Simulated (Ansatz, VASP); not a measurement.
One calculation of AlNi, two programs

The input INCAR:

```
PREC = Accurate
ENCUT = 520
EDIFF = 1E-7
ISMEAR = -1
SIGMA = 0.05
LREAL = False
LASPH = True
NELM = 150
ALGO = Normal
ISIF = 2
LWAVE = False
LCHARG = True
ISPIN = 2
MAGMOM = 1 0
LORBIT = 11
LMAXMIX = 4
GGA = PE
LELF = True
LVHAR = True
NBANDS = 18
```

KPOINTS

```
regular mesh
0
Gamma
  9 9 9
```

POSCAR

```
AlNi
1.0
    2.8616638469      0.0000000000      0.0000000000
    0.0000000000      2.8616638469      0.0000000000
    0.0000000000      0.0000000000      2.8616638469
Ni Al
1 1
Direct
    0.5000000000      0.5000000000      0.5000000000
    0.0000000000      0.0000000000      0.0000000000
```

The input input.yaml:

```yaml
crystal:
  lattice:
    - [2.8616638469, 0.0, 0.0]
    - [0.0, 2.8616638469, 0.0]
    - [0.0, 0.0, 2.8616638469]
  atoms:
    - { symbol: Ni, position: [0.5, 0.5, 0.5], spin: 1.0 }
    - { symbol: Al, position: [0.0, 0.0, 0.0] }
kpoints:
  mp_grid: { grid: [9, 9, 9] }
scf:
  occupations: { method: fermi_dirac, width: 0.05 }
hamiltonian:
  xc: pbe
  pseudopotentials: { kind: all_electron, lapw: { basis_error: 0.0005 } }
magnetization:
  spin_polarized: true
output:
  forces: true
  stress: true
  eigenvalues: true
```

Change from the starting cell: volume scaled by 0.98.

Alike in both runs: task single point; functional PBE; k mesh 9 × 9 × 9; occupations fermi-dirac, width 0.05 eV; collinear spin.

```csv
,VASP,Ansatz
version,VASP 6.6.1,Ansatz 0.2.0
potentials or method,"VASP PAW PBE potentials, release 64 (Ni, Al), cutoff 520 eV","all-electron LAPW, scalar-relativistic"
```

Ansatz gave:

| Quantity | Value |
| --- | --- |
| gap on the k mesh at the Fermi level (eV) | none |
| pressure (GPa) | 5.4 |
| net moment per atom (μB) | 0.00 |

Question: What did VASP give for the same quantities?

Answer: gap on the k mesh at the Fermi level (eV): none; pressure (GPa): 5.5; net moment per atom (μB): 0.00.

A gap of «none» marks a metal or a gap that the smearing closes. Ansatz ran all-electron here, and VASP with PAW potentials.
